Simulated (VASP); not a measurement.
# Sb (Pm-3m) in VASP: a series of runs

The runs below take Sb through single point, with PBE.

Program: VASP 6.6.1. These are calculated values, not measurements. Logs are shortened: lines on timing, memory, paths and dates and some standing lists are left out, and cuts for length are marked.

## Step 1: The cell of the first run

It takes space group Pm-3m (No. 221, cubic). Conventional cell: a = 3.110 Å, b = 3.110 Å, c = 3.110 Å, α = 90.00°, β = 90.00°, γ = 90.00°. Sb (site symmetry m-3m) has 6 Sb at 3.11 Å within 4.1 Å.

## Step 2: Single point, PBE

The input, INCAR:

```
PREC     = Accurate       # precision mode
ENCUT    = 520            # plane-wave cutoff, eV
EDIFF    = 1E-7           # SCF threshold, eV
ISMEAR   = 0              # smearing method
SIGMA    = 0.1            # smearing width, eV
LREAL    = False          # projectors in reciprocal space
LASPH    = True           # aspherical terms in the spheres
NELM     = 60             # most SCF steps
ALGO     = Normal         # electronic algorithm
ISIF     = 2              # what is computed and relaxed
LWAVE    = False          # write WAVECAR
LCHARG   = False          # write CHGCAR
GGA      = PE             # functional
NBANDS   = 8              # bands
```

The input, KPOINTS:

```
regular mesh
0
Gamma
  14 14 14
```

The input, POSCAR:

```
Sb
1.0
    3.1104612566      0.0000000000      0.0000000000
    0.0000000000      3.1104612566      0.0000000000
    0.0000000000      0.0000000000      3.1104612566
Sb
1
Direct
    0.0000000000      0.0000000000      0.0000000000
```

Potentials or basis: VASP PAW PBE potentials, release 64 (Sb).

The run is started by

```
$ cat potpaw_PBE.64/Sb/POTCAR > POTCAR
$ mpirun -np 1 vasp_std > vasp.out
```

OUTCAR:

```text
PREC = Accurate
   ENCUT = 520
   EDIFF = 1E-7
   ISMEAR = 0
   LREAL = False
   LASPH = True
   NELM = 60
   ISIF = 2
   GGA = PE

 ion  position               nearest neighbor table
   1  0.000  0.000  0.000-

  LATTYP: Found a simple cubic cell.
 ALAT       =     3.1104612566

  Lattice vectors:

 A1 = (   3.1104612566,   0.0000000000,   0.0000000000)
 A2 = (   0.0000000000,   3.1104612566,   0.0000000000)
 A3 = (   0.0000000000,   0.0000000000,   3.1104612566)

Analysis of symmetry for initial positions (statically):
=====================================================================
 Subroutine PRICEL returns:
 Original cell was already a primitive cell.

 Routine SETGRP: Setting up the symmetry group for a
 simple cubic supercell.

 Subroutine GETGRP returns: Found 48 space group operations
 (whereof 48 operations were pure point group operations)
 out of a pool of 48 trial point group operations.

The static configuration has the point symmetry O_h .

Analysis of symmetry for dynamics (positions and initial velocities):
=====================================================================
 Subroutine PRICEL returns:
 Original cell was already a primitive cell.

 Routine SETGRP: Setting up the symmetry group for a
 simple cubic supercell.

 Subroutine GETGRP returns: Found 48 space group operations
 (whereof 48 operations were pure point group operations)
 out of a pool of 48 trial point group operations.

The dynamic configuration has the point symmetry O_h .

 Subroutine INISYM returns: Found 48 space group operations
 (whereof 48 operations are pure point group operations),
 and found     1 'primitive' translations

----------------------------------------------------------------------------------------

                                     Primitive cell

  volume of cell :      30.0936

  direct lattice vectors                    reciprocal lattice vectors
     3.110461257  0.000000000  0.000000000     0.321495726  0.000000000  0.000000000
     0.000000000  3.110461257  0.000000000     0.000000000  0.321495726  0.000000000
     0.000000000  0.000000000  3.110461257     0.000000000  0.000000000  0.321495726

  length of vectors
     3.110461257  3.110461257  3.110461257     0.321495726  0.321495726  0.321495726

  position of ions in fractional coordinates (direct lattice)
     0.000000000  0.000000000  0.000000000

  ion indices of the primitive-cell ions
   primitive index   ion index
                 1           1
[... 69 lines left out ...]
   LASPH  =      T    aspherical Exc in radial PAW
   ENCUT  =  520.0 eV  38.22 Ry    6.18 a.u.   5.78  5.78  5.78*2*pi/ulx,y,z
   NELM   =     60;   NELMIN=  2; NELMDL= -5     # of ELM steps
   EDIFF  = 0.1E-06   stopping-criterion for ELM
   LREAL  =      F    real-space projection
   EDIFFG = 0.1E-05   stopping-criterion for IOM
   NSW    =      0    number of steps for IOM
   IBRION =     -1    ionic relax: 0-MD 1-quasi-New 2-CG
   NFREE  =      0    steps in history (QN), initial steepest desc. (CG)
   ISIF   =      2    stress and relaxation
   ISYM   =      2    0-nonsym 1-usesym 2-fastsym
   POTIM  = 0.5000    time-step for ionic-motion
   TEBEG  =    0.0;   TEEND  =   0.0 temperature during run
   PSTRESS=    0.0 pullay stress
   NELECT =       5.0000    total number of electrons
   NUPDOWN=      -1.0000    fix difference up-down
   EMIN   =  10.00;   EMAX   =-10.00  energy-range for DOS
   EFERMI =   0.00;   METHOD = LEGACY
   ISMEAR =     0;   SIGMA  =   0.10  broadening in eV -4-tet -1-fermi 0-gaus
   EFERMI_NEDOS =   21; number of points for ismear=-14 and -15
   IALGO  =     38    algorithm
   IMIX   =      4    mixing-type and parameters
     AMIX     =   0.40;   BMIX     =  1.00
     AMIX_MAG =   1.60;   BMIX_MAG =  1.00
  volume/ion in A,a.u.               =      30.09       203.08
  Fermi-wavevector in a.u.,A,eV,Ry     =   0.899995  1.700744 11.020594  0.809991
  Thomas-Fermi vector in A             =   2.022898
   LORBIT       =      0    0 simple, 1 ext, 2 COOP (PROOUT), +10 PAW based schemes
   GGA     = PE    functional components
   LHFCALC =     F    Hartree Fock is set to
   AEXX    =    0.0000 exact exchange contribution
   IVDW    =     0    specifies the selected vdW correction
   LEPSILON=     F    determine dielectric tensor
   LRPA    =     F    only Hartree local field effects (RPA)
 non-spin polarized calculation
 Gauss-broadening in eV      SIGMA  =   0.10
  energy-cutoff  :      520.00
  volume of cell :       30.09
 maximum number of plane-waves:       840
 NGX is ok and might be reduce to    24
   NGX = 11   NGY = 11   NGZ = 11

 number of electron       4.9999999 magnetization

 Free energy of the ion-electron system (eV)
  ---------------------------------------------------
  ext. energy  EPLUGINS =         0.00000000
  ---------------------------------------------------
  free energy    TOTEN  =        -4.09637561 eV

  energy without entropy =       -4.09258051  energy(sigma->0) =       -4.09447806

 E-fermi :   6.9638     XC(G=0):  -9.5849

 val. band max:        6.9367683173   @ k =   0.4286   0.2857   0.2857
 cond. band min:       6.9832784597   @ k =   0.2143   0.2143   0.1429
 fundamental gap:      0.0465101423
 Fermi energy:         6.9637614858

 k-point     1 :       0.0000    0.0000    0.0000
  band No.  band energies     occupation
      1      -5.2918      2.00000
      2      10.2717      0.00000
      3      10.2717      0.00000
      4      10.2717      0.00000
      5      13.9372      0.00000
      6      13.9372      0.00000
      7      15.2380      0.00000
      8      24.6141      0.00000
[... 243 lines left out ...]
 k-point    24 :       0.3571    0.2143    0.0000
  band No.  band energies     occupation
      1      -2.9771      2.00000
      2       3.5221      2.00000
      3       7.4663      0.00000
      4      12.3740      0.00000
      5      14.0855      0.00000
      6      16.5090      0.00000
      7      19.8621      0.00000
      8      20.0510      0.00000

 [... further k-points ...]
[... 5 lines left out ...]
  --------------------------------------------------------------------------------------
  -------------------------------------------------------------------------------------
  Total       -0.0044937     -0.0044937     -0.0044937      0.0000000      0.0000000      0.0000000
  in kB       -0.2392410     -0.2392410     -0.2392410      0.0000000      0.0000000      0.0000000
  external PRESSURE =      -0.2392410 kB  Pullay stress =       0.0000000 kB

 VOLUME and BASIS-vectors are now :
 -----------------------------------------------------------------------------
  energy-cutoff  :      520.00
  volume of cell :       30.09
      direct lattice vectors                 reciprocal lattice vectors
     3.110461257  0.000000000  0.000000000     0.321495726  0.000000000  0.000000000
     0.000000000  3.110461257  0.000000000     0.000000000  0.321495726  0.000000000
     0.000000000  0.000000000  3.110461257     0.000000000  0.000000000  0.321495726

 POSITION                                       TOTAL-FORCE (eV/Angst)
 -----------------------------------------------------------------------------------
      0.00000      0.00000      0.00000         0.000000      0.000000      0.000000
 -----------------------------------------------------------------------------------
    total drift:                               -0.000000      0.000000      0.000000

  FREE ENERGIE OF THE ION-ELECTRON SYSTEM (eV)
  ---------------------------------------------------
  free  energy   TOTEN  =        -4.0963756081 eV

  energy  without entropy=       -4.0925805064  energy(sigma->0) =       -4.09447806
```

Run time: 8.5 s. Hardware: 1 thread of Intel Xeon Platinum 8375C at 2.90GHz (Ice Lake), shared host; peak memory 0.15 GiB.

What came out:

| Property | Result |
| --- | --- |
| Free energy | -4.0964 eV |
| Pressure | 0.0 GPa |

Levels at points of the mesh, in eV from the Fermi level:
```tsv
k point	band 1	band 2	band 3	band 4	band 5	band 6	band 7
(0.00, 0.00, 0.00)	-12.26	3.31	3.31	3.31	6.97	6.97	8.27
(0.50, 0.00, 0.00)	-9.87	-5.45	5.29	5.29	9.04	10.64	11.48
(0.50, 0.50, 0.00)	-7.34	-3.43	-3.43	2.28	7.30	12.83	13.29
(0.50, 0.50, 0.50)	-4.52	-1.54	-1.54	-1.54	4.91	4.91	4.91
```

Caveat: spin-orbit coupling is left out, which moves the levels of the heavy elements.

## Step 3: Single point, PBE (volume scaled by 1.03)

The input, INCAR:

```
  ALGO = Normal
  EDIFF = 1E-6
  ENCUT = 520
  GGA = PE
  ISIF = 2
  ISMEAR = 0
  LASPH = True
  LCHARG = True
  LELF = True
  LREAL = False
  LVHAR = True
  LWAVE = False
  NBANDS = 8
  NELM = 100
  PREC = Accurate
  SIGMA = 0.1
```

The input, KPOINTS:

```
k-points
0
Gamma
  14 14 14
```

The input, POSCAR:

```
Sb
1.0
    3.1412599057      0.0000000000      0.0000000000
    0.0000000000      3.1412599057      0.0000000000
    0.0000000000      0.0000000000      3.1412599057
Sb
1
Direct
    0.0000000000      0.0000000000      0.0000000000
```

Potentials or basis: VASP PAW PBE potentials, release 64 (Sb).

The run is started by

```
$ cat potpaw_PBE.64/Sb/POTCAR > POTCAR
$ mpirun -np 1 vasp_std > vasp.out
```

Run time: 8.8 s. Hardware: 1 thread of Intel Xeon Platinum 8375C at 2.90GHz (Ice Lake), shared host; peak memory 0.15 GiB.

The run converged. Its results:

* Free energy: -4.0919 eV
* Pressure: -1.5 GPa

Levels at points of the mesh, in eV from the Fermi level:
| k point | band 1 | band 2 | band 3 | band 4 | band 5 | band 6 | band 7 |
| --- | --- | --- | --- | --- | --- | --- | --- |
| (0.00, 0.00, 0.00) | -12.03 | 3.24 | 3.24 | 3.24 | 6.95 | 6.95 | 8.10 |
| (0.50, 0.00, 0.00) | -9.75 | -5.25 | 5.12 | 5.12 | 8.96 | 10.57 | 11.32 |
| (0.50, 0.50, 0.00) | -7.34 | -3.30 | -3.30 | 2.39 | 7.02 | 12.60 | 13.21 |
| (0.50, 0.50, 0.50) | -4.68 | -1.48 | -1.48 | -1.48 | 4.95 | 4.95 | 4.95 |

Caveat: spin-orbit coupling is left out, which moves the levels of the heavy elements.

(Continued in part 2 of 2.)
